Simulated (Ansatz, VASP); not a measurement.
**One calculation of TePb, two programs**

POSCAR

```
TePb
1.0
    0.0000000000      3.2678368520      3.2678368520
    3.2678368520      0.0000000000      3.2678368520
    3.2678368520      3.2678368520      0.0000000000
Pb Te
1 1
Direct
    0.0000000000      0.0000000000      0.0000000000
    0.5000000000      0.5000000000      0.5000000000
```

INCAR.step1

```
ALGO = Normal ; EDIFF = 1E-5
ENCUT = 520 ; GGA = PE
ISIF = 2 ; ISMEAR = 1
LASPH = T ; LREAL = F
LWAVE = T ; NBANDS = 17
NELM = 60 ; PREC = Accurate
SIGMA = 0.05
```

File INCAR.step2:

```
ALGO = Normal ; EDIFF = 1E-6
ENCUT = 520 ; GGA = PE
HFSCREEN = 0.2079 ; ISIF = 2
ISMEAR = 1 ; ISTART = 1
LASPH = T ; LCHARG = T
LELF = T ; LHFCALC = T
LREAL = F ; LVHAR = T
LWAVE = F ; NBANDS = 17
NELM = 60 ; PREC = Accurate
PRECFOCK = Normal ; SIGMA = 0.05
```

Contents of KPOINTS:

```
k-points
0
Gamma
  4 4 4
```

Input for Ansatz:

```yaml
crystal:
  lattice:
    - [0.0, 3.267836852, 3.267836852]
    - [3.267836852, 0.0, 3.267836852]
    - [3.267836852, 3.267836852, 0.0]
  atoms:
    - { symbol: Pb, position: [0.0, 0.0, 0.0] }
    - { symbol: Te, position: [0.5, 0.5, 0.5] }
kpoints:
  mp_grid: { grid: [4, 4, 4] }
hamiltonian:
  xc: hse06
scf:
  occupations: { method: methfessel_paxton, width: 0.05 }
  n_extra_bands: 4
output:
  forces: true
  stress: true
  eigenvalues: true
```

Alike in both runs: task single point; functional HSE06; k mesh 4 × 4 × 4; occupations methfessel-paxton of order 1, width 0.05 eV; no spin polarisation.

|  | VASP | Ansatz |
| --- | --- | --- |
| version | VASP 6.6.1 | Ansatz 0.2.0 |
| potentials or method | VASP PAW PBE potentials, release 64 (Pb_d, Te) | plane waves |
| plane-wave cutoff (eV) | 520 | 420 |
| valence electrons in the cell | 20 | 30 |

Ansatz gave:

```
gap on the k mesh at the Fermi level (eV) : 1.20
pressure (GPa)                            : -0.3
```

Q: Estimate VASP's values.

A: gap on the k mesh at the Fermi level (eV): 1.17; pressure (GPa): -0.5.

VASP's potentials hold 20 valence electrons a cell and Ansatz's 30, so a difference there can come from the potentials and not from the codes. Ansatz's warnings: stress exchange threshold loose, stress scf threshold loose.

Spin-orbit coupling is off throughout.
